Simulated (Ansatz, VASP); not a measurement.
## SnSe in VASP and in Ansatz

```
CELL_PARAMETERS angstrom
5.89330 0.00000 0.00000
0.00000 -5.89330 0.00000
0.00000 0.00000 -5.89330
ATOMIC_POSITIONS crystal
Sn 0.00000 0.00000 0.00000
Sn 0.50000 0.50000 0.00000
Sn 0.50000 0.00000 0.50000
Sn 0.00000 0.50000 0.50000
Se 0.44601 0.05399 0.00000
Se 0.00000 0.50000 0.00000
Se 0.00000 0.00000 0.50000
Se 0.50000 0.50000 0.50000
```

Alike in both runs: task single point; functional LDA; k mesh 6 × 6 × 6; occupations gaussian, width 0.05 eV; no spin polarisation.

```csv
,VASP,Ansatz
version,VASP 6.6.1,Ansatz 0.2.0
potentials or method,"VASP PAW LDA potentials, release 64 (Sn_d, Se), cutoff 500 eV","scalar-relativistic, plane waves, PAW"
valence electrons in the cell,80,120
```

VASP gave:

* gap on the k mesh at the Fermi level (eV): 0.12
* least direct gap on the mesh (eV): 0.12
* pressure (GPa): 1.1
* traceless stress, the component that is largest in VASP (GPa): -0.94
* rms of the force components (eV/Å): 0.313

Which values does Ansatz return?

gap on the k mesh at the Fermi level (eV): 0.13; least direct gap on the mesh (eV): 0.13; pressure (GPa): 1.0; traceless stress, the component that is largest in VASP (GPa): -0.93; rms of the force components (eV/Å): 0.305.

LDA's correlation is that of Perdew and Zunger in VASP and of Perdew and Wang (1992) in Ansatz. Atom by atom the forces differ by 0.008 eV/Å (rms over components). VASP's potentials hold 80 valence electrons a cell and Ansatz's 120, so a difference there can come from the potentials and not from the codes.
